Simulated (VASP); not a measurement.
# SnSe (NiAs type) (P6_3/mmc) in VASP: relaxation of cell and atoms with PBE

Aim: the relaxation of cell and atoms of SnSe (NiAs type) with PBE.

All numbers are computed with VASP 6.6.1; they aren't measurements. Logs are shortened: lines on timing, memory, paths and dates and some standing lists are left out, and cuts for length are marked.

## (1) The cell of the first run

Symmetry: P6_3/mmc, No. 194, hexagonal system. The conventional cell has a = 3.873 Å, b = 3.873 Å, c = 6.003 Å, α = 90.00°, β = 90.00°, γ = 120.00°. Sn (site symmetry -3m) has 6 Se at 2.69 Å and 2 Sn at 3.00 Å within 3.6 Å. Se (site symmetry -6m2) has 6 Sn at 2.69 Å and 12 Se at 3.74 to 3.87 Å within 3.9 Å.

## (2) Relaxation of cell and atoms, PBE, target pressure 37 GPa, at which the enthalpy is minimised

INCAR

```
SYSTEM = SnSe
  ALGO = Normal
  EDIFF = 1E-7
  EDIFFG = -0.005
  ENCUT = 600
  GGA = PE
  IBRION = 2
  ISIF = 3
  ISMEAR = -1
  LASPH = .TRUE.
  LCHARG = .FALSE.
  LREAL = .FALSE.
  LWAVE = .FALSE.
  NELM = 100
  NSW = 60
  PREC = Accurate
  PSTRESS = 370.0
  SIGMA = 0.05
```

KPOINTS

```
k-points
0
G
  11 11 6
  0 0 0
```

POSCAR

```
SnSe
1.0
    3.8730583991      0.0000000000      0.0000000000
   -1.9365291996      3.3541669640      0.0000000000
    0.0000000000      0.0000000000      6.0032405186
Sn Se
2 2
Direct
    0.0000000000      0.0000000000      0.0000000000
    0.0000000000      0.0000000000      0.5000000000
    0.3333333333      0.6666666667      0.2500000000
    0.6666666667      0.3333333333      0.7500000000
```

Potentials or basis: VASP PAW PBE potentials, release 64 (Sn_d, Se).

Command:

```sh
$ cat potpaw_PBE.64/Sn_d/POTCAR potpaw_PBE.64/Se/POTCAR > POTCAR
$ mpirun -np 1 vasp_std > vasp.out
```

OUTCAR:

```text
SYSTEM = SnSe
   EDIFF = 1E-7
   EDIFFG = -0.005
   ENCUT = 600
   GGA = PE
   IBRION = 2
   ISIF = 3
   ISMEAR = -1
   LASPH = .TRUE.
   LREAL = .FALSE.
   NELM = 100
   NSW = 60
   PREC = Accurate
   PSTRESS = 370.0

 ion  position               nearest neighbor table
   1  0.000  0.000  0.000-   3 2.69   4 2.69   4 2.69   3 2.69   4 2.69   3 2.69   2 3.00   2 3.00

   2  0.000  0.000  0.500-   3 2.69   4 2.69   4 2.69   3 2.69   4 2.69   3 2.69   1 3.00   1 3.00

   3  0.333  0.667  0.250-   1 2.69   2 2.69   1 2.69   2 2.69   1 2.69   2 2.69
   4  0.667  0.333  0.750-   1 2.69   2 2.69   1 2.69   2 2.69   1 2.69   2 2.69

  LATTYP: Found a hexagonal cell.
 ALAT       =     3.8730583991
 C/A-ratio  =     1.5500000000

  Lattice vectors:

 A1 = (   3.8730583991,   0.0000000000,   0.0000000000)
 A2 = (  -1.9365291996,   3.3541669640,   0.0000000000)
 A3 = (   0.0000000000,   0.0000000000,   6.0032405186)

Analysis of symmetry for initial positions (statically):
=====================================================================
 Subroutine PRICEL returns:
 Original cell was already a primitive cell.

 Routine SETGRP: Setting up the symmetry group for a
 hexagonal supercell.

 Subroutine GETGRP returns: Found 24 space group operations
 (whereof 12 operations were pure point group operations)
 out of a pool of 24 trial point group operations.

The static configuration has the point symmetry D_3d.
 The point group associated with its full space group is D_6h.

Analysis of symmetry for dynamics (positions and initial velocities):
=====================================================================
 Subroutine PRICEL returns:
 Original cell was already a primitive cell.

 Routine SETGRP: Setting up the symmetry group for a
 hexagonal supercell.

 Subroutine GETGRP returns: Found 24 space group operations
 (whereof 12 operations were pure point group operations)
 out of a pool of 24 trial point group operations.

The dynamic configuration has the point symmetry D_3d.
 The point group associated with its full space group is D_6h.

 Subroutine INISYM returns: Found 24 space group operations
 (whereof 12 operations are pure point group operations),
 and found     1 'primitive' translations

----------------------------------------------------------------------------------------

                                     Primitive cell

  volume of cell :      77.9874

  direct lattice vectors                    reciprocal lattice vectors
     3.873058399  0.000000000  0.000000000     0.258193886  0.149068310  0.000000000
[... 103 lines left out ...]
   EMIN   =  10.00;   EMAX   =-10.00  energy-range for DOS
   EFERMI =   0.00;   METHOD = LEGACY
   ISMEAR =    -1;   SIGMA  =   0.05  broadening in eV -4-tet -1-fermi 0-gaus
   EFERMI_NEDOS =   21; number of points for ismear=-14 and -15
   IALGO  =     38    algorithm
   IMIX   =      4    mixing-type and parameters
     AMIX     =   0.40;   BMIX     =  1.00
     AMIX_MAG =   1.60;   BMIX_MAG =  1.00
  volume/ion in A,a.u.               =      19.50       131.57
  Fermi-wavevector in a.u.,A,eV,Ry     =   1.310449  2.476389 23.364954  1.717276
  Thomas-Fermi vector in A             =   2.440978
   LORBIT       =      0    0 simple, 1 ext, 2 COOP (PROOUT), +10 PAW based schemes
   GGA     = PE    functional components
   LHFCALC =     F    Hartree Fock is set to
   AEXX    =    0.0000 exact exchange contribution
   IVDW    =     0    specifies the selected vdW correction
   LEPSILON=     F    determine dielectric tensor
   LRPA    =     F    only Hartree local field effects (RPA)
 conjugate gradient relaxation of ions
 non-spin polarized calculation
  energy-cutoff  :      600.00
  volume of cell :       77.99
 maximum number of plane-waves:      2645
 NGX is ok and might be reduce to    32
   NGX = 15   NGY = 15   NGZ = 23

--------------------------------------- Ionic step        1  -------------------------------------------

 number of electron      39.9999997 magnetization

 Free energy of the ion-electron system (eV)
  ---------------------------------------------------
  ext. energy  EPLUGINS =         0.00000000
  ---------------------------------------------------
  free energy    TOTEN  =       -12.66899644 eV

  energy without entropy =      -12.65667629  energy(sigma->0) =      -12.66283636

------------------------ aborting loop because EDIFF is reached ----------------------------------------

  FORCE on cell =-STRESS in cart. coord.  units (eV):
  Direction    XX          YY          ZZ          XY          YZ          ZX
  --------------------------------------------------------------------------------------
  -------------------------------------------------------------------------------------
  Total       18.7812828     18.7812828     22.4240013     -0.0000000      0.0000000      0.0000000
  in kB      385.8436594    385.8436594    460.6798600     -0.0000000      0.0000000      0.0000000
  external PRESSURE =      40.7890596 kB  Pullay stress =     370.0000000 kB
[... 103 lines left out ...]
  energy  without entropy=      -13.4111212790  energy(sigma->0) =      -13.41731097

  enthalpy is  TOTEN    =         5.2767969366 eV   P V=       18.7002975927

 E-fermi :   9.8388     XC(G=0): -11.3648

 val. band max:        9.8208572035   @ k =   0.4545   0.0909   0.0000
 cond. band min:       9.8526482003   @ k =   0.2727   0.2727   0.3333
 fundamental gap:      0.0317909967
 Fermi energy:         9.8387517465

 k-point     1 :       0.0000    0.0000    0.0000
  band No.  band energies     occupation
      1     -12.0629      2.00000
      2     -12.0258      2.00000
      3     -12.0258      2.00000
      4     -12.0191      2.00000
      5     -12.0191      2.00000
      6     -12.0088      2.00000
[... 637 lines left out ...]
     23      13.6258      0.00000
     24      14.6745      0.00000

 [... further k-points ...]

[... ionic steps 4 to 9 ...]

--------------------------------------- Ionic step       10  -------------------------------------------

 number of electron      39.9999985 magnetization

------------------------ aborting loop because EDIFF is reached ----------------------------------------
[... 75 lines left out ...]
--------------------------------------- Ionic step       12  -------------------------------------------

 number of electron      39.9999984 magnetization

 Free energy of the ion-electron system (eV)
  ---------------------------------------------------
  ext. energy  EPLUGINS =         0.00000000
  ---------------------------------------------------
  free energy    TOTEN  =       -13.05435781 eV

  energy without entropy =      -13.03646062  energy(sigma->0) =      -13.04540921

 E-fermi :  10.4348     XC(G=0): -11.5705

 val. band max:       10.4053511874   @ k =   0.3636   0.1818   0.1667
 cond. band min:      10.4533501540   @ k =   0.3636   0.0909   0.1667
 fundamental gap:      0.0479989666
 Fermi energy:        10.4348006672

 k-point     1 :       0.0000    0.0000    0.0000
  band No.  band energies     occupation
      1     -11.5385      2.00000
      2     -11.4902      2.00000
      3     -11.4902      2.00000
      4     -11.4822      2.00000
      5     -11.4822      2.00000
      6     -11.4758      2.00000
[... 674 lines left out ...]
  energy  without entropy=      -13.0364606168  energy(sigma->0) =      -13.04540921

  enthalpy is  TOTEN    =         4.0085740277 eV   P V=       17.0629318408

 reached required accuracy - stopping structural energy minimisation
```

OSZICAR:

```text
N       E                     dE             d eps       ncg     rms          rms(c)
DAV:   1     0.388567671358E+03    0.38857E+03   -0.21758E+04  3088   0.259E+03
[... 132 lines left out ...]
DAV:   1    -0.130551583137E+02   -0.24434E-01   -0.21478E-02  3832   0.195E+00    0.159E-01
DAV:   2    -0.130545584690E+02    0.59984E-03   -0.15100E-03  3728   0.603E-01    0.769E-02
DAV:   3    -0.130543691930E+02    0.18928E-03   -0.56963E-04  4216   0.364E-01    0.183E-02
DAV:   4    -0.130543604699E+02    0.87231E-05   -0.53740E-05  3464   0.754E-02    0.645E-03
DAV:   5    -0.130543580125E+02    0.24574E-05   -0.23634E-06  5072   0.210E-02    0.226E-03
DAV:   6    -0.130543578040E+02    0.20856E-06   -0.36480E-07  2984   0.709E-03    0.544E-04
DAV:   7    -0.130543578131E+02   -0.91650E-08   -0.13568E-08  1816   0.181E-03
  12 F= 0.40085740E+01 E0= 0.40175226E+01  d E =-.874896E-04
```

Wall time 7.1 min (1 thread of Intel Xeon 6975P-C (Granite Rapids), shared host); peak memory 0.32 GiB.

What came out:

| Quantity | Value |
| --- | --- |
| Free energy | -13.0544 eV |
| Relaxed volume | 18.47 Å³/atom |
| Relaxed cell | a = 3.334 Å, b = 3.334 Å, c = 7.675 Å, α = 90.00°, β = 90.00°, γ = 120.00° |
| Space group after relaxing (to 0.1 Å) | P6_3/mmc (No. 194) |
| Energy change on relaxing (the run minimises the enthalpy) | -96.3 meV/atom |
| Ionic steps | 12 |
| Pressure after relaxing | 37.0 GPa |
| Band gap on the k mesh | zero (bands 20 and 21 overlap by 4.15 eV) |

The path:
```csv
step,energy change (eV),largest force (eV/Å),pressure (GPa),volume (Å³)
1,0.0000,0.0000,41.08,77.99
2,-1.3290,0.0000,28.68,83.67
3,-0.7545,0.0000,34.13,80.98
4,-0.8653,0.0000,33.80,80.84
5,-1.1809,0.0000,31.78,79.52
6,0.0816,0.0000,33.11,73.33
7,-1.0156,0.0000,30.21,76.89
8,0.2076,0.0000,40.95,71.62
9,-0.4692,0.0000,34.98,74.31
10,-0.3632,0.0000,37.17,73.79
11,-0.3617,0.0000,37.20,73.78
12,-0.3854,0.0000,37.00,73.89
```

Final structure:
```
CELL_PARAMETERS angstrom
3.33400 0.00000 0.00000
-1.66700 2.88733 0.00000
0.00000 0.00000 7.67539
ATOMIC_POSITIONS crystal
Sn 0.00000 0.00000 0.00000
Sn 0.00000 0.00000 0.50000
Se 0.33333 0.66667 0.25000
Se 0.66667 0.33333 0.75000
```

Levels at points of the mesh, in eV from the Fermi level:
| k point | band 18 | band 19 | band 20 | band 21 | band 22 | band 23 |
| --- | --- | --- | --- | --- | --- | --- |
| (0.00, 0.00, 0.00) | -0.50 | -0.50 | 3.00 | 3.81 | 5.26 | 5.27 |
| (0.00, 0.00, 0.50) | -0.70 | -0.70 | -0.70 | 4.35 | 4.35 | 5.36 |

Caveat: the cell is relaxed towards a set pressure, so the run minimises the enthalpy, not the energy; a cell axis changed by over 15 % at a fixed basis, so the end point is rough; spin-orbit coupling is left out, which moves the levels of the heavy elements.

The gap in the log of VASP goes by the Fermi energy; the results here count the filled bands.